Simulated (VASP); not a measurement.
Pd:

```xyz
1
Lattice="0.0000 1.9465 1.9465 1.9465 0.0000 1.9465 1.9465 1.9465 0.0000" Properties=species:S:1:pos:R:3 pbc="T T T"
Pd    0.0000    0.0000    0.0000
```

- Program: VASP 6.6.1
- Task: relaxation of cell and atoms
- Functional: PBEsol
- Dispersion: D4
- Potentials or basis: VASP PAW PBE potentials, release 64 (Pd)
- Cutoff: 600 eV
- k mesh: 12 × 12 × 12
- Occupations: fermi-dirac, width 0.05 eV
- Spin: no spin polarisation

At the start: pressure -6.1 GPa; volume 14.75 Å³/atom.

Q: Where does the relaxation end?

A: Over 3 steps the energy falls by 8.9 meV/atom and the volume is 14.31 Å³/atom (-3.0 %); space group Fm-3m (No. 225, to 0.05 Å).

Step by step:
| step | energy change (eV) | largest force (eV/Å) | pressure (GPa) | volume (Å³) |
| --- | --- | --- | --- | --- |
| 1 | 0.0000 | 0.0000 | -6.14 | 14.75 |
| 2 | 0.0191 | 0.0000 | 13.08 | 13.58 |
| 3 | -0.0089 | 0.0000 | -0.09 | 14.31 |

Final structure:
```yaml
crystal:
  lattice:
    - [0.00000, 1.92685, 1.92685]
    - [1.92685, 0.00000, 1.92685]
    - [1.92685, 1.92685, 0.00000]
  atoms:
    - { symbol: Pd, position: [0.00000, 0.00000, 0.00000] }
```

Caveat: the PAW data sets were made with another functional, which shifts forces and pressure a little; pairwise dispersion overbinds metals, which lowers pressure and volume.
